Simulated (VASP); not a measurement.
# Pt (Fm-3m) in VASP: further runs

The runs below take Pt through single point, with LDA.

Program: VASP 6.6.1. These are calculated values, not measurements. Logs are shortened: lines on timing, memory, paths and dates and some standing lists are left out, and cuts for length are marked.

### Step 1. The cell of the first run

The structure is cubic, space group Fm-3m (No. 225). Conventional cell: a = 3.920 Å, b = 3.920 Å, c = 3.920 Å, α = 90.00°, β = 90.00°, γ = 90.00°. Pt (site symmetry m-3m) has 12 Pt at 2.77 Å within 3.7 Å.

### Step 2. Single point, LDA

The input, INCAR:

```
SYSTEM = Pt
PREC     = Accurate       ! precision mode
ENCUT    = 500            ! plane-wave cutoff, eV
EDIFF    = 1E-6           ! SCF threshold, eV
ISMEAR   = 0              ! smearing method
SIGMA    = 0.1            ! smearing width, eV
LREAL    = .FALSE.        ! projectors in reciprocal space
LASPH    = .TRUE.         ! aspherical terms in the spheres
NELM     = 120            ! most SCF steps
ALGO     = Normal         ! electronic algorithm
ISIF     = 2              ! what is computed and relaxed
LWAVE    = .FALSE.        ! write WAVECAR
LCHARG   = .FALSE.        ! write CHGCAR
NBANDS   = 11             ! bands
GGA_COMPAT= .FALSE.
```

The input, KPOINTS:

```
Automatic mesh
0
G
  8 8 8
  0 0 0
```

The input, POSCAR:

```
Pt
1.0
    0.0000000000      1.9600000000      1.9600000000
    1.9600000000      0.0000000000      1.9600000000
    1.9600000000      1.9600000000      0.0000000000
Pt
1
Direct
    0.0000000000      0.0000000000      0.0000000000
```

Potentials or basis: VASP PAW LDA potentials, release 64 (Pt).

Command:

```sh
$ cat potpaw_LDA.64/Pt/POTCAR > POTCAR
$ mpirun -np 1 vasp_std > vasp.out
```

OUTCAR:

```text
SYSTEM = Pt
   PREC = Accurate
   ENCUT = 500
   EDIFF = 1E-6
   ISMEAR = 0
   LREAL = .FALSE.
   LASPH = .TRUE.
   NELM = 120
   ISIF = 2

 ion  position               nearest neighbor table
   1  0.000  0.000  0.000-

  LATTYP: Found a face centered cubic cell.
 ALAT       =     3.9200000000

  Lattice vectors:

 A1 = (   0.0000000000,   1.9600000000,   1.9600000000)
 A2 = (   1.9600000000,   0.0000000000,   1.9600000000)
 A3 = (   1.9600000000,   1.9600000000,   0.0000000000)

Analysis of symmetry for initial positions (statically):
=====================================================================
 Subroutine PRICEL returns:
 Original cell was already a primitive cell.

 Routine SETGRP: Setting up the symmetry group for a
 face centered cubic supercell.

 Subroutine GETGRP returns: Found 48 space group operations
 (whereof 48 operations were pure point group operations)
 out of a pool of 48 trial point group operations.

The static configuration has the point symmetry O_h .

Analysis of symmetry for dynamics (positions and initial velocities):
=====================================================================
 Subroutine PRICEL returns:
 Original cell was already a primitive cell.

 Routine SETGRP: Setting up the symmetry group for a
 face centered cubic supercell.

 Subroutine GETGRP returns: Found 48 space group operations
 (whereof 48 operations were pure point group operations)
 out of a pool of 48 trial point group operations.

The dynamic configuration has the point symmetry O_h .

 Subroutine INISYM returns: Found 48 space group operations
 (whereof 48 operations are pure point group operations),
 and found     1 'primitive' translations

----------------------------------------------------------------------------------------

                                     Primitive cell

  volume of cell :      15.0591

  direct lattice vectors                    reciprocal lattice vectors
     0.000000000  1.960000000  1.960000000    -0.255102041  0.255102041  0.255102041
     1.960000000  0.000000000  1.960000000     0.255102041 -0.255102041  0.255102041
     1.960000000  1.960000000  0.000000000     0.255102041  0.255102041 -0.255102041

  length of vectors
     2.771858582  2.771858582  2.771858582     0.441849696  0.441849696  0.441849696

  position of ions in fractional coordinates (direct lattice)
     0.000000000  0.000000000  0.000000000

  ion indices of the primitive-cell ions
   primitive index   ion index
                 1           1

----------------------------------------------------------------------------------------

 KPOINTS: Automatic mesh

Automatic generation of k-mesh.
 Grid dimensions read from file:
 generate k-points for:    8    8    8

 Generating k-lattice:

  Cartesian coordinates                     Fractional coordinates (reciprocal lattice)
    -0.031887755  0.031887755  0.031887755     0.125000000  0.000000000  0.000000000
     0.031887755 -0.031887755  0.031887755     0.000000000  0.125000000  0.000000000
     0.031887755  0.031887755 -0.031887755     0.000000000  0.000000000  0.125000000

  Length of vectors
     0.055231212  0.055231212  0.055231212

  Shift w.r.t. Gamma in fractional coordinates (k-lattice)
     0.000000000  0.000000000  0.000000000

 Subroutine IBZKPT returns following result:
 ===========================================

 Found     29 irreducible k-points:

 Following reciprocal coordinates:
            Coordinates               Weight
  0.000000  0.000000  0.000000      1.000000
  0.125000  0.000000  0.000000      8.000000
  0.250000  0.000000  0.000000      8.000000
  0.375000  0.000000  0.000000      8.000000
  0.500000  0.000000  0.000000      4.000000
  0.125000  0.125000  0.000000      6.000000
[... 16 lines left out ...]
  0.500000  0.250000  0.125000     48.000000
 -0.375000  0.250000  0.125000     24.000000
 [... further k-points ...]
   k-points           NKPTS =     29   k-points in BZ     NKDIM =     29   number of bands    NBANDS=     11
   number of dos      NEDOS =    301   number of ions     NIONS =      1
   total plane-waves  NPLWV =   8000
   dimension x,y,z NGX =    20 NGY =   20 NGZ =   20
   dimension x,y,z NGXF=    40 NGYF=   40 NGZF=   40
   ions per type =               1
   NGX,Y,Z   is equivalent  to a cutoff of  12.00, 12.00, 12.00 a.u.
   NGXF,Y,Z  is equivalent  to a cutoff of  23.99, 23.99, 23.99 a.u.
 SYSTEM =  Pt
   PREC   = accura    normal or accurate (medium, high low for compatibility)
   ISTART =      0    job   : 0-new  1-cont  2-samecut
   ICHARG =      2    charge: 1-file 2-atom 10-const
   ISPIN  =      1    spin polarized calculation?
   LNONCOLLINEAR =      F non collinear calculations
   LSORBIT =      F    spin-orbit coupling
   LASPH  =      T    aspherical Exc in radial PAW
   ENCUT  =  500.0 eV  36.75 Ry    6.06 a.u.   5.05  5.05  5.05*2*pi/ulx,y,z
   NELM   =    120;   NELMIN=  2; NELMDL= -5     # of ELM steps
   EDIFF  = 0.1E-05   stopping-criterion for ELM
   LREAL  =      F    real-space projection
   EDIFFG = 0.1E-04   stopping-criterion for IOM
   NSW    =      0    number of steps for IOM
   IBRION =     -1    ionic relax: 0-MD 1-quasi-New 2-CG
   NFREE  =      0    steps in history (QN), initial steepest desc. (CG)
   ISIF   =      2    stress and relaxation
   ISYM   =      2    0-nonsym 1-usesym 2-fastsym
   POTIM  = 0.5000    time-step for ionic-motion
   TEBEG  =    0.0;   TEEND  =   0.0 temperature during run
   PSTRESS=    0.0 pullay stress
   NELECT =      10.0000    total number of electrons
   NUPDOWN=      -1.0000    fix difference up-down
   EMIN   =  10.00;   EMAX   =-10.00  energy-range for DOS
   EFERMI =   0.00;   METHOD = LEGACY
   ISMEAR =     0;   SIGMA  =   0.10  broadening in eV -4-tet -1-fermi 0-gaus
   EFERMI_NEDOS =   21; number of points for ismear=-14 and -15
   IALGO  =     38    algorithm
   IMIX   =      4    mixing-type and parameters
     AMIX     =   0.40;   BMIX     =  1.00
     AMIX_MAG =   1.60;   BMIX_MAG =  1.00
  volume/ion in A,a.u.               =      15.06       101.62
  Fermi-wavevector in a.u.,A,eV,Ry     =   1.428265  2.699029 27.755077  2.039941
  Thomas-Fermi vector in A             =   2.548345
   LORBIT       =      0    0 simple, 1 ext, 2 COOP (PROOUT), +10 PAW based schemes
   GGA     = CA    functional components
   LHFCALC =     F    Hartree Fock is set to
   AEXX    =    0.0000 exact exchange contribution
   IVDW    =     0    specifies the selected vdW correction
   LEPSILON=     F    determine dielectric tensor
   LRPA    =     F    only Hartree local field effects (RPA)
 non-spin polarized calculation
 Gauss-broadening in eV      SIGMA  =   0.10
  energy-cutoff  :      500.00
  volume of cell :       15.06
 maximum number of plane-waves:       392
   NGX = 11   NGY = 11   NGZ = 11

 number of electron      10.0000001 magnetization

 Free energy of the ion-electron system (eV)
  ---------------------------------------------------
  ext. energy  EPLUGINS =         0.00000000
  ---------------------------------------------------
  free energy    TOTEN  =        -7.49272882 eV

  energy without entropy =       -7.48376067  energy(sigma->0) =       -7.48824475

 E-fermi :  11.1009     XC(G=0): -13.7012

 val. band max:       10.9504685528   @ k =  -0.3750   0.3750   0.0000
 cond. band min:      11.1049542983   @ k =  -0.2500   0.1250   0.0000
 fundamental gap:      0.1544857455
 Fermi energy:        11.1008739095

 k-point     1 :       0.0000    0.0000    0.0000
  band No.  band energies     occupation
      1       0.9071      2.00000
      2       7.3122      2.00000
      3       7.3122      2.00000
      4       7.3122      2.00000
      5       9.5037      2.00000
      6       9.5037      2.00000
      7      25.7928      0.00000
      8      30.7189      0.00000
      9      30.7189      0.00000
     10      30.7189      0.00000
     11      36.1859      0.00000

 k-point     2 :       0.1250    0.0000    0.0000
  band No.  band energies     occupation
      1       1.5191      2.00000
      2       7.0706      2.00000
      3       7.5330      2.00000
      4       7.5330      2.00000
      5       9.4015      2.00000
      6       9.4015      2.00000
      7      26.6916      0.00000
      8      28.2887      0.00000
      9      31.6655      0.00000
     10      31.6655      0.00000
     11      37.4305      0.00000

 k-point     3 :       0.2500    0.0000    0.0000
  band No.  band energies     occupation
      1       2.9523      2.00000
      2       6.9729      2.00000
      3       7.6939      2.00000
      4       7.6939      2.00000
      5       9.6750      2.00000
      6       9.6750      2.00000
      7      24.4648      0.00000
      8      27.5458      0.00000
      9      33.7829      0.00000
     10      33.7829      0.00000
     11      34.6599      0.00000

 k-point     4 :       0.3750    0.0000    0.0000
  band No.  band energies     occupation
      1       3.7357      2.00000
      2       7.4182      2.00000
      3       7.4182      2.00000
      4       8.6508      2.00000
      5      10.6364      2.00000
      6      10.6364      2.00000
      7      19.9411      0.00000
      8      26.0594      0.00000
      9      31.4990      0.00000
     10      31.4990      0.00000
     11      37.5997      0.00000

 k-point     5 :       0.5000    0.0000    0.0000
  band No.  band energies     occupation
      1       3.7783      2.00000
      2       7.2606      2.00000
      3       7.2606      2.00000
      4      10.6821      2.00000
      5      11.1754      0.29202
      6      11.1754      0.29201
      7      16.9820      0.00000
      8      25.3606      0.00000
      9      30.0693      0.00000
     10      30.0693      0.00000
     11      39.6392      0.00000
[... 211 lines left out ...]
 k-point    21 :       0.5000    0.5000    0.0000
  band No.  band energies     occupation
      1       4.0400      2.00000
      2       4.4789      2.00000
      3      11.1557      0.43800
      4      11.6212      0.00000
      5      11.6212      0.00000
      6      12.9286      0.00000
      7      20.0283      0.00000
      8      22.5085      0.00000
      9      22.5085      0.00000
     10      31.3826      0.00000
     11      34.6995      0.00000

 k-point    22 :       0.3750    0.2500    0.1250
  band No.  band energies     occupation
      1       4.2375      2.00000
      2       5.9944      2.00000
      3       7.3112      2.00000
      4       8.9818      2.00000
      5       9.0875      2.00000
      6      11.1560      0.43593
      7      24.6739      0.00000
      8      26.9160      0.00000
      9      29.1238      0.00000
     10      31.3717      0.00000
     11      35.4053      0.00000

 k-point    23 :       0.5000    0.2500    0.1250
  band No.  band energies     occupation
      1       5.0440      2.00000
      2       6.5113      2.00000
      3       6.7896      2.00000
      4       8.7007      2.00000
      5      10.3876      2.00000
      6      13.0737      0.00000
      7      20.4207      0.00000
      8      25.5527      0.00000
      9      27.3975      0.00000
     10      31.6200      0.00000
     11      35.4399      0.00000

 k-point    24 :      -0.3750    0.2500    0.1250
  band No.  band energies     occupation
      1       5.0615      2.00000
      2       6.3022      2.00000
      3       7.6734      2.00000
      4       8.4358      2.00000
      5      10.9384      1.97844
      6      15.5874      0.00000
      7      16.6528      0.00000
      8      25.8732      0.00000
      9      26.2647      0.00000
     10      30.2837      0.00000
     11      37.3575      0.00000

 [... further k-points ...]

------------------------ aborting loop because EDIFF is reached ----------------------------------------

  FORCE on cell =-STRESS in cart. coord.  units (eV):
  Direction    XX          YY          ZZ          XY          YZ          ZX
  --------------------------------------------------------------------------------------
  -------------------------------------------------------------------------------------
  Total       -0.5444471     -0.5444471     -0.5444471      0.0000000      0.0000000     -0.0000000
  in kB      -57.9252722    -57.9252722    -57.9252722      0.0000000      0.0000000     -0.0000000
  external PRESSURE =     -57.9252722 kB  Pullay stress =       0.0000000 kB

 VOLUME and BASIS-vectors are now :
 -----------------------------------------------------------------------------
  energy-cutoff  :      500.00
  volume of cell :       15.06
      direct lattice vectors                 reciprocal lattice vectors
     0.000000000  1.960000000  1.960000000    -0.255102041  0.255102041  0.255102041
     1.960000000  0.000000000  1.960000000     0.255102041 -0.255102041  0.255102041
     1.960000000  1.960000000  0.000000000     0.255102041  0.255102041 -0.255102041

 POSITION                                       TOTAL-FORCE (eV/Angst)
 -----------------------------------------------------------------------------------
      0.00000      0.00000      0.00000         0.000000      0.000000     -0.000000
 -----------------------------------------------------------------------------------
    total drift:                                0.000000      0.000000      0.000000

  FREE ENERGIE OF THE ION-ELECTRON SYSTEM (eV)
  ---------------------------------------------------
  free  energy   TOTEN  =        -7.4927288243 eV

  energy  without entropy=       -7.4837606702  energy(sigma->0) =       -7.48824475
```

It took 4.4 s on 1 thread of Intel Xeon Platinum 8488C (Sapphire Rapids), shared host; peak memory 0.12 GiB.

Results:

| Item | Value |
| --- | --- |
| Free energy | -7.4927 eV |
| Pressure | -5.8 GPa |
| Band gap on the k mesh | zero (band 5 reaches 11.62 eV, above the bottom of band 6 at 9.40 eV) |

Caveat: spin-orbit coupling is left out, which moves the levels of the heavy elements.

### Step 3. Single point, LDA

This run uses another cell than the first one, of 14.76 Å³/atom, 0.980 times its volume.

The input, INCAR:

```
  ALGO = Normal
  EDIFF = 1E-6
  ENCUT = 500
  GGA_COMPAT = F
  ISIF = 2
  ISMEAR = 0
  LASPH = T
  LCHARG = F
  LREAL = F
  LWAVE = F
  NBANDS = 11
  NELM = 120
  PREC = Accurate
  SIGMA = 0.1
```

The input, KPOINTS:

```
k-points
0
Gamma
  18 18 18
```

The input, POSCAR:

```
Pt
1.0
    0.0000000000      1.9467946929      1.9467946929
    1.9467946929      0.0000000000      1.9467946929
    1.9467946929      1.9467946929      0.0000000000
Pt
1
Direct
    0.0000000000      0.0000000000      0.0000000000
```

Potentials or basis: VASP PAW LDA potentials, release 64 (Pt).

Command:

```sh
$ cat potpaw_LDA.64/Pt/POTCAR > POTCAR
$ mpirun -np 1 vasp_std > vasp.out
```

Wall time 20 s (1 thread of Intel Xeon Platinum 8488C (Sapphire Rapids), shared host); peak memory 0.14 GiB.

It converged, with:

```
Free energy            : -7.5070 eV
Pressure               : 0.8 GPa
Band gap on the k mesh : zero (band 5 reaches 12.08 eV, above the bottom of band 6 at 9.77 eV)
```

Levels at points of the mesh, in eV from the Fermi level:
```csv
k point,band 1,band 2,band 3,band 4,band 5,band 6,band 7,band 8,band 9,band 10
"(0.00, 0.00, 0.00)",-10.50,-3.96,-3.96,-3.96,-1.69,-1.69,14.55,19.60,19.60,19.60
"(0.50, 0.00, 0.00)",-7.60,-4.02,-4.02,-0.57,0.05,0.05,5.99,14.13,19.04,19.04
"(0.50, 0.50, 0.00)",-7.35,-6.89,0.03,0.51,0.51,1.72,9.10,11.40,11.40,20.47
```

Caveat: spin-orbit coupling is left out, which moves the levels of the heavy elements.
